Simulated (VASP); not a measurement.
# MgCd2O3 (P6/mmm) in VASP: further runs

The runs below take MgCd2O3 through single point, with PBE.

All numbers are computed with VASP 6.6.1; they aren't measurements. Logs are shortened: lines on timing, memory, paths and dates and some standing lists are left out, and cuts for length are marked.

### Step 1. The cell of the first run

The structure is hexagonal, space group P6/mmm (No. 191). The conventional cell has a = 5.821 Å, b = 5.821 Å, c = 3.098 Å, α = 90.00°, β = 90.00°, γ = 120.00°. Within 4.1 Å of Mg (site symmetry 6/mmm) lie 2 Mg at 3.10 Å and 12 O at 3.30 Å and 6 Cd at 3.36 Å. Cd (site symmetry -6m2) has 6 O at 2.29 Å and 2 Cd at 3.10 Å within 3.1 Å. Within 3.1 Å of O (site symmetry mmm) lie 4 Cd at 2.29 Å and 6 O at 2.91 to 3.10 Å.

The cell was generated, and may not be a known phase.

### Step 2. Single point, PBE

The input, INCAR:

```
PREC = Accurate ; ENCUT = 840
EDIFF = 1E-6 ; ISMEAR = 0
SIGMA = 0.1 ; LREAL = F
LASPH = T ; NELM = 120
ALGO = Normal ; ISIF = 2
LWAVE = F ; LCHARG = F
GGA = PE ; NBANDS = 43
GGA_COMPAT = F
```

The input, KPOINTS:

```
Automatic mesh
0
Gamma
  6 6 12
```

The input, POSCAR:

```
MgCd2O3
1.0
    5.8209225606      0.0000000000      0.0000000000
   -2.9104612803      5.0410668109      0.0000000000
    0.0000000000      0.0000000000      3.0983368468
Mg Cd O
1 2 3
Direct
    0.0000000000      0.0000000000      0.0000000000
    0.6666666667      0.3333333333      0.0000000000
    0.3333333333      0.6666666667      0.0000000000
    0.5000000000      0.0000000000      0.5000000000
    0.5000000000      0.5000000000      0.5000000000
    0.0000000000      0.5000000000      0.5000000000
```

Potentials or basis: VASP PAW PBE potentials, release 64 (Mg_sv, Cd_sv_GW, O).

The run is started by

```console
$ cat potpaw_PBE.64/Mg_sv/POTCAR potpaw_PBE.64/Cd_sv_GW/POTCAR potpaw_PBE.64/O/POTCAR > POTCAR
$ mpirun -np 1 vasp_std > vasp.out
```

OUTCAR:

```text
PREC = Accurate
   ENCUT = 840
   EDIFF = 1E-6
   ISMEAR = 0
   LREAL = F
   LASPH = T
   NELM = 120
   ISIF = 2
   GGA = PE

 ion  position               nearest neighbor table
   1  0.000  0.000  0.000-
   2  0.667  0.333  0.000-   4 2.29   4 2.29   6 2.29   6 2.29   5 2.29   5 2.29
   3  0.333  0.667  0.000-   4 2.29   4 2.29   6 2.29   6 2.29   5 2.29   5 2.29
   4  0.500  0.000  0.500-   2 2.29   3 2.29   2 2.29   3 2.29
   5  0.500  0.500  0.500-   2 2.29   3 2.29   2 2.29   3 2.29
   6  0.000  0.500  0.500-   2 2.29   3 2.29   2 2.29   3 2.29

  LATTYP: Found a hexagonal cell.
 ALAT       =     5.8209225606
 C/A-ratio  =     0.5322759089

  Lattice vectors:

 A1 = (   5.8209225606,   0.0000000000,   0.0000000000)
 A2 = (  -2.9104612803,   5.0410668109,   0.0000000000)
 A3 = (   0.0000000000,   0.0000000000,   3.0983368468)

Analysis of symmetry for initial positions (statically):
=====================================================================
 Subroutine PRICEL returns:
 Original cell was already a primitive cell.

 Routine SETGRP: Setting up the symmetry group for a
 hexagonal supercell.

 Subroutine GETGRP returns: Found 24 space group operations
 (whereof 24 operations were pure point group operations)
 out of a pool of 24 trial point group operations.

The static configuration has the point symmetry D_6h.

Analysis of symmetry for dynamics (positions and initial velocities):
=====================================================================
 Subroutine PRICEL returns:
 Original cell was already a primitive cell.

 Routine SETGRP: Setting up the symmetry group for a
 hexagonal supercell.

 Subroutine GETGRP returns: Found 24 space group operations
 (whereof 24 operations were pure point group operations)
 out of a pool of 24 trial point group operations.

The dynamic configuration has the point symmetry D_6h.

 Subroutine INISYM returns: Found 24 space group operations
 (whereof 24 operations are pure point group operations),
 and found     1 'primitive' translations

[... 92 lines left out ...]
 SYSTEM =  unknown system
   PREC   = accura    normal or accurate (medium, high low for compatibility)
   ISTART =      0    job   : 0-new  1-cont  2-samecut
   ICHARG =      2    charge: 1-file 2-atom 10-const
   ISPIN  =      1    spin polarized calculation?
   LNONCOLLINEAR =      F non collinear calculations
   LSORBIT =      F    spin-orbit coupling
   LASPH  =      T    aspherical Exc in radial PAW
   ENCUT  =  840.0 eV  61.74 Ry    7.86 a.u.  13.76 13.76  7.32*2*pi/ulx,y,z
   NELM   =    120;   NELMIN=  2; NELMDL= -5     # of ELM steps
   EDIFF  = 0.1E-05   stopping-criterion for ELM
   LREAL  =      F    real-space projection
   EDIFFG = 0.1E-04   stopping-criterion for IOM
   NSW    =      0    number of steps for IOM
   IBRION =     -1    ionic relax: 0-MD 1-quasi-New 2-CG
   NFREE  =      0    steps in history (QN), initial steepest desc. (CG)
   ISIF   =      2    stress and relaxation
   ISYM   =      2    0-nonsym 1-usesym 2-fastsym
   POTIM  = 0.5000    time-step for ionic-motion
   TEBEG  =    0.0;   TEEND  =   0.0 temperature during run
   PSTRESS=    0.0 pullay stress
   NELECT =      68.0000    total number of electrons
   NUPDOWN=      -1.0000    fix difference up-down
   EMIN   =  10.00;   EMAX   =-10.00  energy-range for DOS
   EFERMI =   0.00;   METHOD = LEGACY
   ISMEAR =     0;   SIGMA  =   0.10  broadening in eV -4-tet -1-fermi 0-gaus
   EFERMI_NEDOS =   21; number of points for ismear=-14 and -15
   IALGO  =     38    algorithm
   IMIX   =      4    mixing-type and parameters
     AMIX     =   0.40;   BMIX     =  1.00
     AMIX_MAG =   1.60;   BMIX_MAG =  1.00
  volume/ion in A,a.u.               =      15.15       102.26
  Fermi-wavevector in a.u.,A,eV,Ry     =   1.486039  2.808206 30.045902  2.208311
  Thomas-Fermi vector in A             =   2.599375
   LORBIT       =      0    0 simple, 1 ext, 2 COOP (PROOUT), +10 PAW based schemes
   GGA     = PE    functional components
   LHFCALC =     F    Hartree Fock is set to
   AEXX    =    0.0000 exact exchange contribution
   IVDW    =     0    specifies the selected vdW correction
   LEPSILON=     F    determine dielectric tensor
   LRPA    =     F    only Hartree local field effects (RPA)
 non-spin polarized calculation
 Gauss-broadening in eV      SIGMA  =   0.10
  energy-cutoff  :      840.00
  volume of cell :       90.92
 maximum number of plane-waves:      5055
 NGX is ok and might be reduce to    56
   NGX = 27   NGY = 27   NGZ = 15

 number of electron      68.0000025 magnetization

 Free energy of the ion-electron system (eV)
  ---------------------------------------------------
  ext. energy  EPLUGINS =         0.00000000
  ---------------------------------------------------
  free energy    TOTEN  =       -21.16911826 eV

  energy without entropy =      -21.15754646  energy(sigma->0) =      -21.16333236

 E-fermi :   3.2936     XC(G=0): -10.4074

 val. band max:        3.2134129250   @ k =   0.3333  -0.0000   0.0833
 cond. band min:       3.3433028112   @ k =   0.3333  -0.0000   0.1667
 fundamental gap:      0.1298898862
 Fermi energy:         3.2935701945

 k-point     1 :       0.0000    0.0000    0.0000
  band No.  band energies     occupation
      1     -97.3344      2.00000
      2     -97.3340      2.00000
      3     -74.1652      2.00000
      4     -58.4471      2.00000
      5     -58.4471      2.00000
      6     -58.4417      2.00000
[... 1093 lines left out ...]
     42      12.8079      0.00000
     43      13.3928      0.00000

 [... further k-points ...]
[... 5 lines left out ...]
  --------------------------------------------------------------------------------------
  -------------------------------------------------------------------------------------
  Total       -0.1378284     -0.1378284     -0.1020044      0.0000000     -0.0000000      0.0000000
  in kB       -2.4288818     -2.4288818     -1.7975726      0.0000000     -0.0000000      0.0000000
  external PRESSURE =      -2.2184454 kB  Pullay stress =       0.0000000 kB

 VOLUME and BASIS-vectors are now :
 -----------------------------------------------------------------------------
  energy-cutoff  :      840.00
  volume of cell :       90.92
      direct lattice vectors                 reciprocal lattice vectors
     5.820922561  0.000000000  0.000000000     0.171794074  0.099185355  0.000000000
    -2.910461280  5.041066811  0.000000000     0.000000000  0.198370710  0.000000000
     0.000000000  0.000000000  3.098336847     0.000000000  0.000000000  0.322753803

 POSITION                                       TOTAL-FORCE (eV/Angst)
 -----------------------------------------------------------------------------------
      0.00000      0.00000      0.00000         0.000000      0.000000      0.000000
      2.91046      1.68036      0.00000         0.000000     -0.000000     -0.000000
     -0.00000      3.36071      0.00000        -0.000000      0.000000      0.000000
      2.91046      0.00000      1.54917         0.000000      0.000000      0.000000
      1.45523      2.52053      1.54917         0.000000      0.000000      0.000000
     -1.45523      2.52053      1.54917         0.000000      0.000000      0.000000
 -----------------------------------------------------------------------------------
    total drift:                                0.000000     -0.000000     -0.000000

  FREE ENERGIE OF THE ION-ELECTRON SYSTEM (eV)
  ---------------------------------------------------
  free  energy   TOTEN  =       -21.1691182641 eV

  energy  without entropy=      -21.1575464585  energy(sigma->0) =      -21.16333236
```

stdout:

```text
POSCAR found type information on POSCAR MgCdO
 POSCAR found :  3 types and       6 ions
 scaLAPACK will be used
 LDA part: xc-table for (Slater+PW92), standard interpolation
 POSCAR, INCAR and KPOINTS ok, starting setup
 FFT: planning ... GRIDC
 FFT: planning ... GRID_SOFT
 FFT: planning ... GRID
 WAVECAR not read
 entering main loop
```

Run time: 3.6 min. Hardware: 1 thread of AMD EPYC 9R45 (Zen 5), shared host; peak memory 0.53 GiB.

What came out:

```yaml
Free_energy: -21.1691 eV
Pressure: -0.2 GPa
Band_gap_on_the_k_mesh: zero (bands 34 and 35 overlap by 0.70 eV)
```

Caveat: semilocal functionals underestimate gaps, and a narrow one can read as zero.

### Step 3. Single point, PBE, collinear spin, ferromagnetic start

This run uses another cell than the first one, of 15.08 Å³/atom.

The input, INCAR:

```
SYSTEM = MgCd2O3
PREC     = Accurate       ! precision mode
ENCUT    = 840            ! plane-wave cutoff, eV
EDIFF    = 1E-6           ! SCF threshold, eV
ISMEAR   = 0              ! smearing method
SIGMA    = 0.1            ! smearing width, eV
LREAL    = .False.        ! projectors in reciprocal space
LASPH    = .True.         ! aspherical terms in the spheres
NELM     = 200            ! most SCF steps
ALGO     = Normal         ! electronic algorithm
ISIF     = 2              ! what is computed and relaxed
LWAVE    = .False.        ! write WAVECAR
LCHARG   = .True.         ! write CHGCAR
ISPIN    = 2              ! spin polarisation
MAGMOM   = 0 0 0 1 1 1    ! initial moments
LORBIT   = 11             ! projections on sites
GGA      = PE             ! functional
LELF     = .True.         ! ELF
LVHAR    = .True.       
NBANDS   = 47             ! bands
GGA_COMPAT= .False.
```

The input, KPOINTS:

```
Automatic mesh
0
Gamma
  6 6 4
  0 0 0
```

Edit POSCAR of step 2 so:

```diff
@@ -2,5 +2,5 @@
 1.0
-    5.8209225606      0.0000000000      0.0000000000
-   -2.9104612803      5.0410668109      0.0000000000
-    0.0000000000      0.0000000000      3.0983368468
+    5.8050059240      0.0000000032      0.0000000000
+   -2.9025029648      5.0272825977      0.0000000000
+    0.0000000000      0.0000000000      3.1000265152
 Mg Cd O
```

Potentials or basis: VASP PAW PBE potentials, release 64 (Mg_sv, Cd_sv_GW, O).

The run is started by

```console
$ cat potpaw_PBE.64/Mg_sv/POTCAR potpaw_PBE.64/Cd_sv_GW/POTCAR potpaw_PBE.64/O/POTCAR > POTCAR
$ mpirun -np 1 vasp_std > vasp.out
```

Wall time 4.7 min (1 thread of Intel Xeon Platinum 8488C (Sapphire Rapids), shared host); peak memory 0.55 GiB.

Results (log left out):

```
Free energy                                           : -21.1801 eV
Pressure                                              : 0.1 GPa
Band gap on the k mesh                                : zero (filled and empty bands overlap)
Net moment                                            : 0.00 μB per cell
Valence electrons inside the program's atomic spheres : Mg 8.05; Cd 17.64; O 4.89
```

Stress tensor (GPa, compression positive):
```
 0.14  0.00  0.00
 0.00  0.14  0.00
 0.00  0.00 -0.13
```

Levels at points of the mesh, in eV from the Fermi level:
Spin up:
```csv
k point,band 32,band 33,band 34,band 35,band 36,band 37
"(0.00, 0.00, 0.00)",-0.69,-0.69,-0.19,-0.19,2.59,4.82
"(0.50, 0.00, 0.00)",-0.76,-0.72,-0.19,0.22,1.65,3.73
"(0.00, 0.00, 0.50)",-0.57,0.10,0.10,1.35,2.36,4.11
"(0.50, 0.00, 0.50)",-1.44,-0.98,0.10,1.80,2.43,5.05
```
Spin down:
```csv
k point,band 30,band 31,band 32,band 33,band 34,band 35,band 36,band 37,band 38,band 39
"(0.00, 0.00, 0.00)",-1.90,-0.84,-0.69,-0.69,-0.19,-0.19,2.59,4.82,4.82,5.56
"(0.50, 0.00, 0.00)",-2.13,-1.33,-0.76,-0.72,-0.19,0.22,1.65,3.73,4.97,6.72
"(0.00, 0.00, 0.50)",-1.83,-1.83,-0.57,0.10,0.10,1.35,2.36,4.11,4.31,4.31
"(0.50, 0.00, 0.50)",-2.15,-1.48,-1.44,-0.98,0.10,1.80,2.43,5.05,5.07,5.07
```

Caveat: the k points lie up to 0.51 Å⁻¹ apart, too coarse for converged energies and pressures of a metal; semilocal functionals underestimate gaps, and a narrow one can read as zero.

The gap in the log of VASP goes by the Fermi energy; the results here count the filled bands.